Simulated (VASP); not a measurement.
# Cu2W (Pn-3m) in VASP: a series of runs, part 2 of 2

VASP 6.6.1. Earlier steps stand in the parts before.

## Step 3: Single point, PBE

This run uses another cell than the first one, of 27.36 Å³/atom, 1.836 times its volume.

Input file INCAR:

```
SYSTEM = Cu2W
  PREC = Accurate
  ENCUT = 520
  EDIFF = 1E-6
  ISMEAR = 0
  SIGMA = 0.1
  LREAL = .False.
  LASPH = .True.
  NELM = 100
  ALGO = Fast
  ISIF = 2
  LWAVE = .False.
  LCHARG = .False.
  GGA = PE
  NBANDS = 45
```

Input file KPOINTS:

```
regular mesh
0
Gamma
  4 4 4
  0 0 0
```

Input file POSCAR:

```
Cu2W
1.0
    5.4752812604      0.0000000000      0.0000000000
    0.0000000000      5.4752812604      0.0000000000
    0.0000000000      0.0000000000      5.4752812604
Cu W
4 2
Direct
    0.2500000000      0.7500000000      0.2500000000
    0.7500000000      0.2500000000      0.2500000000
    0.2500000000      0.2500000000      0.7500000000
    0.7500000000      0.7500000000      0.7500000000
    0.0000000000      0.0000000000      0.0000000000
    0.5000000000      0.5000000000      0.5000000000
```

Potentials or basis: VASP PAW PBE potentials, release 64 (Cu, W_sv).

Launch:

```bash
cat potpaw_PBE.64/Cu/POTCAR potpaw_PBE.64/W_sv/POTCAR > POTCAR
mpirun -np 1 vasp_std > vasp.out
```

OUTCAR:

```text
SYSTEM = Cu2W
   PREC = Accurate
   ENCUT = 520
   EDIFF = 1E-6
   ISMEAR = 0
   LREAL = .False.
   LASPH = .True.
   NELM = 100
   ISIF = 2
   GGA = PE

 ion  position               nearest neighbor table
   1  0.250  0.750  0.250-   5 2.37   6 2.37
   2  0.750  0.250  0.250-   5 2.37   6 2.37
   3  0.250  0.250  0.750-   5 2.37   6 2.37
   4  0.750  0.750  0.750-   5 2.37   6 2.37
   5  0.000  0.000  0.000-   1 2.37   2 2.37   3 2.37   4 2.37
   6  0.500  0.500  0.500-   1 2.37   2 2.37   3 2.37   4 2.37

  LATTYP: Found a simple cubic cell.
 ALAT       =     5.4752812604

  Lattice vectors:

 A1 = (   5.4752812604,   0.0000000000,   0.0000000000)
 A2 = (   0.0000000000,   5.4752812604,   0.0000000000)
 A3 = (   0.0000000000,   0.0000000000,   5.4752812604)

Analysis of symmetry for initial positions (statically):
=====================================================================
 Subroutine PRICEL returns:
 Original cell was already a primitive cell.

 Routine SETGRP: Setting up the symmetry group for a
 simple cubic supercell.

 Subroutine GETGRP returns: Found 48 space group operations
 (whereof 24 operations were pure point group operations)
 out of a pool of 48 trial point group operations.

The static configuration has the point symmetry T_d .
 The point group associated with its full space group is O_h .

Analysis of symmetry for dynamics (positions and initial velocities):
=====================================================================
 Subroutine PRICEL returns:
 Original cell was already a primitive cell.

 Routine SETGRP: Setting up the symmetry group for a
 simple cubic supercell.

 Subroutine GETGRP returns: Found 48 space group operations
 (whereof 24 operations were pure point group operations)
 out of a pool of 48 trial point group operations.

The dynamic configuration has the point symmetry T_d .
 The point group associated with its full space group is O_h .

 Subroutine INISYM returns: Found 48 space group operations
 (whereof 24 operations are pure point group operations),
 and found     1 'primitive' translations

----------------------------------------------------------------------------------------

                                     Primitive cell

  volume of cell :     164.1418

  direct lattice vectors                    reciprocal lattice vectors
     5.475281260  0.000000000  0.000000000     0.182639019  0.000000000  0.000000000
     0.000000000  5.475281260  0.000000000     0.000000000  0.182639019  0.000000000
     0.000000000  0.000000000  5.475281260     0.000000000  0.000000000  0.182639019

  length of vectors
     5.475281260  5.475281260  5.475281260     0.182639019  0.182639019  0.182639019

  position of ions in fractional coordinates (direct lattice)
     0.250000000  0.750000000  0.250000000
     0.750000000  0.250000000  0.250000000
     0.250000000  0.250000000  0.750000000
     0.750000000  0.750000000  0.750000000
     0.000000000  0.000000000  0.000000000
     0.500000000  0.500000000  0.500000000

  ion indices of the primitive-cell ions
   primitive index   ion index
                 1           1
                 2           2
                 3           3
                 4           4
[... 33 lines left out ...]
  0.500000  0.000000  0.000000      3.000000
  0.250000  0.250000  0.000000     12.000000
  0.500000  0.250000  0.000000     12.000000
  0.500000  0.500000  0.000000      3.000000
  0.250000  0.250000  0.250000      8.000000
  0.500000  0.250000  0.250000     12.000000
  0.500000  0.500000  0.250000      6.000000
  0.500000  0.500000  0.500000      1.000000
   k-points           NKPTS =     10   k-points in BZ     NKDIM =     10   number of bands    NBANDS=     45
   number of dos      NEDOS =    301   number of ions     NIONS =      6
   total plane-waves  NPLWV =  74088
   dimension x,y,z NGX =    42 NGY =   42 NGZ =   42
   dimension x,y,z NGXF=    84 NGYF=   84 NGZF=   84
   ions per type =               4   2
   NGX,Y,Z   is equivalent  to a cutoff of  12.75, 12.75, 12.75 a.u.
   NGXF,Y,Z  is equivalent  to a cutoff of  25.50, 25.50, 25.50 a.u.
 SYSTEM =  Cu2W
   PREC   = accura    normal or accurate (medium, high low for compatibility)
   ISTART =      0    job   : 0-new  1-cont  2-samecut
   ICHARG =      2    charge: 1-file 2-atom 10-const
   ISPIN  =      1    spin polarized calculation?
   LNONCOLLINEAR =      F non collinear calculations
   LSORBIT =      F    spin-orbit coupling
   LASPH  =      T    aspherical Exc in radial PAW
   ENCUT  =  520.0 eV  38.22 Ry    6.18 a.u.  10.18 10.18 10.18*2*pi/ulx,y,z
   NELM   =    100;   NELMIN=  2; NELMDL= -5     # of ELM steps
   EDIFF  = 0.1E-05   stopping-criterion for ELM
   LREAL  =      F    real-space projection
   EDIFFG = 0.1E-04   stopping-criterion for IOM
   NSW    =      0    number of steps for IOM
   IBRION =     -1    ionic relax: 0-MD 1-quasi-New 2-CG
   NFREE  =      0    steps in history (QN), initial steepest desc. (CG)
   ISIF   =      2    stress and relaxation
   ISYM   =      2    0-nonsym 1-usesym 2-fastsym
   POTIM  = 0.5000    time-step for ionic-motion
   TEBEG  =    0.0;   TEEND  =   0.0 temperature during run
   PSTRESS=    0.0 pullay stress
   NELECT =      72.0000    total number of electrons
   NUPDOWN=      -1.0000    fix difference up-down
   EMIN   =  10.00;   EMAX   =-10.00  energy-range for DOS
   EFERMI =   0.00;   METHOD = LEGACY
   ISMEAR =     0;   SIGMA  =   0.10  broadening in eV -4-tet -1-fermi 0-gaus
   EFERMI_NEDOS =   21; number of points for ismear=-14 and -15
   IALGO  =     68    algorithm
   IMIX   =      4    mixing-type and parameters
     AMIX     =   0.40;   BMIX     =  1.00
     AMIX_MAG =   1.60;   BMIX_MAG =  1.00
  volume/ion in A,a.u.               =      27.36       184.61
  Fermi-wavevector in a.u.,A,eV,Ry     =   1.243882  2.350596 21.051516  1.547243
  Thomas-Fermi vector in A             =   2.378173
   LORBIT       =      0    0 simple, 1 ext, 2 COOP (PROOUT), +10 PAW based schemes
   GGA     = PE    functional components
   LHFCALC =     F    Hartree Fock is set to
   AEXX    =    0.0000 exact exchange contribution
   IVDW    =     0    specifies the selected vdW correction
   LEPSILON=     F    determine dielectric tensor
   LRPA    =     F    only Hartree local field effects (RPA)
 non-spin polarized calculation
 RMM-DIIS sequential band-by-band and
 Gauss-broadening in eV      SIGMA  =   0.10
  energy-cutoff  :      520.00
  volume of cell :      164.14
 maximum number of plane-waves:      4468
 NGX is ok and might be reduce to    42
   NGX = 21   NGY = 21   NGZ = 21

 number of electron      72.0000047 magnetization

 Free energy of the ion-electron system (eV)
  ---------------------------------------------------
  ext. energy  EPLUGINS =         0.00000000
  ---------------------------------------------------
  free energy    TOTEN  =       -24.13862675 eV

  energy without entropy =      -24.08516104  energy(sigma->0) =      -24.11189389

 E-fermi :   1.9225     XC(G=0):  -8.9369

 val. band max:        1.8662096288   @ k =   0.5000   0.5000   0.5000
 cond. band min:       1.9244026925   @ k =   0.5000   0.2500   0.0000
 fundamental gap:      0.0581930638
 Fermi energy:         1.9224781004

 k-point     1 :       0.0000    0.0000    0.0000
  band No.  band energies     occupation
      1     -71.9734      2.00000
      2     -71.9726      2.00000
      3     -36.1946      2.00000
      4     -36.1946      2.00000
      5     -36.1946      2.00000
      6     -36.1839      2.00000
[... 469 lines left out ...]
     44       4.6738      0.00000
     45       4.6738      0.00000

------------------------ aborting loop because EDIFF is reached ----------------------------------------

  FORCE on cell =-STRESS in cart. coord.  units (eV):
  Direction    XX          YY          ZZ          XY          YZ          ZX
  --------------------------------------------------------------------------------------
  -------------------------------------------------------------------------------------
  Total        0.3916118      0.3916118      0.3916118      0.0000000      0.0000000     -0.0000000
  in kB        3.8224958      3.8224958      3.8224958      0.0000000      0.0000000     -0.0000000
  external PRESSURE =       3.8224958 kB  Pullay stress =       0.0000000 kB

 VOLUME and BASIS-vectors are now :
 -----------------------------------------------------------------------------
  energy-cutoff  :      520.00
  volume of cell :      164.14
      direct lattice vectors                 reciprocal lattice vectors
     5.475281260  0.000000000  0.000000000     0.182639019  0.000000000  0.000000000
     0.000000000  5.475281260  0.000000000     0.000000000  0.182639019  0.000000000
     0.000000000  0.000000000  5.475281260     0.000000000  0.000000000  0.182639019

 POSITION                                       TOTAL-FORCE (eV/Angst)
 -----------------------------------------------------------------------------------
      1.36882      4.10646      1.36882         0.000000     -0.000000      0.000000
      4.10646      1.36882      1.36882        -0.000000      0.000000     -0.000000
      1.36882      1.36882      4.10646        -0.000000     -0.000000      0.000000
      4.10646      4.10646      4.10646        -0.000000      0.000000     -0.000000
      0.00000      0.00000      0.00000         0.000000     -0.000000     -0.000000
      2.73764      2.73764      2.73764         0.000000     -0.000000     -0.000000
 -----------------------------------------------------------------------------------
    total drift:                                0.000000      0.000000      0.000000

  FREE ENERGIE OF THE ION-ELECTRON SYSTEM (eV)
  ---------------------------------------------------
  free  energy   TOTEN  =       -24.1386267476 eV

  energy  without entropy=      -24.0851610420  energy(sigma->0) =      -24.11189389
```

Run time: 68 s. Hardware: 1 thread of Intel Xeon 6975P-C (Granite Rapids), shared host; peak memory 0.27 GiB.

What came out:

- Free energy: -24.1386 eV
- Pressure: 0.4 GPa
- Band gap on the k mesh: zero (band 36 reaches 2.06 eV, above the bottom of band 37 at 1.69 eV)

Caveat: spin-orbit coupling is left out, which moves the levels of the heavy elements.

## Step 4: Relaxation of cell and atoms, PBE

Input file INCAR:

```
SYSTEM = Cu2W
PREC = Accurate
ENCUT = 600
EDIFF = 1E-6
ISMEAR = 0
SIGMA = 0.1
LREAL = .FALSE.
LASPH = .TRUE.
NELM = 80
ALGO = Normal
ISIF = 3
LWAVE = .FALSE.
LCHARG = .FALSE.
GGA = PE
IBRION = 2
NSW = 90
EDIFFG = -0.04
```

Input file KPOINTS:

```
regular mesh
0
G
  4 4 4
  0 0 0
```

Changes to POSCAR since step 3:

```diff
@@ -2,5 +2,5 @@
 1.0
-    5.4752812604      0.0000000000      0.0000000000
-    0.0000000000      5.4752812604      0.0000000000
-    0.0000000000      0.0000000000      5.4752812604
+    4.4713837100      0.0000000000      0.0000000000
+    0.0000000000      4.4713837100      0.0000000000
+    0.0000000000      0.0000000000      4.4713837100
 Cu W
```

Launch:

```bash
cat potpaw_PBE.64/Cu/POTCAR potpaw_PBE.64/W_sv/POTCAR > POTCAR
mpirun -np 1 vasp_std > vasp.out
```

Run time: 3.7 min. Hardware: 1 thread of Intel Xeon 6975P-C (Granite Rapids), shared host; peak memory 0.22 GiB.

Results (log left out):

```yaml
Free_energy: -24.0613 eV
Relaxed_volume: 27.32 Å³/atom
Relaxed_cell: a = 5.473 Å, b = 5.473 Å, c = 5.473 Å, α = 90.00°, β = 90.00°, γ = 90.00°
Space_group_after_relaxing_to_0.05_Å: Pn-3m (No. 224)
Energy_gained_by_relaxing: 2376.1 meV/atom
Ionic_steps: 5
Pressure_after_relaxing: 0.2 GPa
Band_gap_on_the_k_mesh: zero (band 36 reaches 2.07 eV, above the bottom of band 37 at 1.70 eV)
```

Step by step:
```csv
step,energy change (eV),largest force (eV/Å),pressure (GPa),volume (Å³)
1,0.0000,0.0000,106.94,89.40
2,-9.3197,0.0000,-9.11,289.68
3,-14.2505,0.0000,-0.77,167.64
4,-14.2563,0.0000,-0.27,165.74
5,-14.2564,0.0000,0.23,163.90
```

Final structure:
```
Cu W
1.0
     5.47258    0.00000    0.00000
     0.00000    5.47258    0.00000
     0.00000    0.00000    5.47258
Cu W
4 2
Direct
  0.25000 0.75000 0.25000
  0.75000 0.25000 0.25000
  0.25000 0.25000 0.75000
  0.75000 0.75000 0.75000
  0.00000 0.00000 0.00000
  0.50000 0.50000 0.50000
```

Levels at points of the mesh, in eV from the Fermi level:
```
           k point  band 32  band 33  band 34  band 35  band 36  band 37  band 38  band 39  band 40  band 41
(0.00, 0.00, 0.00)    -1.23    -0.54    -0.54    -0.54    -0.24    -0.24    -0.24     1.30     1.30     1.99
(0.50, 0.00, 0.00)    -0.69    -0.20    -0.20    -0.06    -0.06     0.07     0.07     0.27     0.27     2.54
(0.50, 0.50, 0.00)    -1.71    -0.43    -0.43     0.13     0.13     0.14     0.14     0.61     0.61     0.65
(0.50, 0.50, 0.50)    -1.34    -1.34    -0.93    -0.93    -0.93    -0.06    -0.06     1.10     1.10     1.10
```

Caveat: the volume moved by over 15 % at a fixed basis, so the end points are rough; spin-orbit coupling is left out, which moves the levels of the heavy elements.

## Step 5: The runs side by side

| task | cell | cutoff (eV) | gap on the mesh (eV) | pressure (GPa) |
| --- | --- | --- | --- | --- |
| single point | a = 4.471 Å, 6 atoms | 520 | none | 106.8 |
| single point | a = 5.475 Å, 6 atoms | 520 | none | 0.4 |
| relaxation of cell and atoms | relaxed from a = 4.471 Å, 6 atoms | 600 | none | 0.2 |

Alike in all rows: level PBE; potentials or basis VASP PAW PBE potentials, release 64 (Cu, W_sv); no spin polarisation; k mesh 4 × 4 × 4; smearing gaussian 0.1 eV.

Caveats: spin-orbit coupling is left out, which moves the levels of the heavy elements; the volume moved by over 15 % at a fixed basis, so the end points are rough (some runs).

Total energies depend on the potentials used, so only differences within one code and one set of settings carry meaning.
